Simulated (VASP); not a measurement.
Si2C:

```
CELL_PARAMETERS angstrom
3.10362 0.00000 0.00000
-1.55181 2.68781 0.00000
0.00000 0.00000 9.89257
ATOMIC_POSITIONS crystal
Si 0.33333 0.66667 0.39396
Si 0.33333 0.66667 0.82830
Si 0.66667 0.33333 0.17170
Si 0.66667 0.33333 0.60604
C 0.33333 0.66667 0.15382
C 0.66667 0.33333 0.84618
```

| Property | Result |
| --- | --- |
| Program | VASP 6.6.1 |
| Task | relaxation of cell and atoms |
| Functional | PBE |
| Potentials or basis | VASP PAW PBE potentials, release 64 (Si, C) |
| Cutoff | 600 eV |
| k mesh | 12 × 12 × 4 |
| Occupations | gaussian, width 0.1 eV |
| Spin | no spin polarisation |

At the start: pressure -0.4 GPa; volume 13.75 Å³/atom.

Task: Where does the relaxation end?

Result: Over 15 steps the energy falls by 5.2 meV/atom and the volume is 13.69 Å³/atom (-0.5 %); space group P-3m1 (No. 164, to 0.05 Å).

Step by step:
| step | energy change (eV) | largest force (eV/Å) | pressure (GPa) | volume (Å³) |
| --- | --- | --- | --- | --- |
| 1 | 0.0000 | 0.2268 | -0.39 | 82.52 |
| 2 | -0.0166 | 0.1767 | -0.58 | 82.12 |
| 3 | -0.0222 | 0.1307 | -0.67 | 81.81 |
| 4 | -0.0229 | 0.1063 | -0.70 | 81.68 |
| 5 | -0.0239 | 0.0640 | 1.07 | 80.71 |
| 6 | -0.0250 | 0.0832 | 0.33 | 81.11 |
| 7 | -0.0267 | 0.0719 | 0.31 | 81.21 |
| 8 | -0.0298 | 0.0335 | 0.30 | 81.53 |
| 9 | -0.0301 | 0.0519 | 0.32 | 81.65 |
| 10 | -0.0307 | 0.0378 | -0.44 | 82.38 |
| 11 | -0.0309 | 0.0315 | -0.20 | 82.15 |
| 12 | -0.0306 | 0.0261 | 0.33 | 82.11 |
| 13 | -0.0311 | 0.0165 | 0.01 | 82.13 |
| 14 | -0.0311 | 0.0170 | 0.01 | 82.13 |
| 15 | -0.0312 | 0.0040 | 0.00 | 82.14 |

Final structure:
```cif
data_structure
_symmetry_space_group_name_H-M 'P 1'
_symmetry_Int_Tables_number 1
_cell_length_a 3.1087
_cell_length_b 3.1087
_cell_length_c 9.8148
_cell_angle_alpha 90.000
_cell_angle_beta 90.000
_cell_angle_gamma 120.000
_cell_volume 82.14
loop_
_atom_site_label
_atom_site_type_symbol
_atom_site_fract_x
_atom_site_fract_y
_atom_site_fract_z
_atom_site_occupancy
Si1 Si 0.33333 0.66667 0.38684 1
Si2 Si 0.33333 0.66667 0.82540 1
Si3 Si 0.66667 0.33333 0.17460 1
Si4 Si 0.66667 0.33333 0.61316 1
C1 C 0.33333 0.66667 0.15432 1
C2 C 0.66667 0.33333 0.84568 1
```
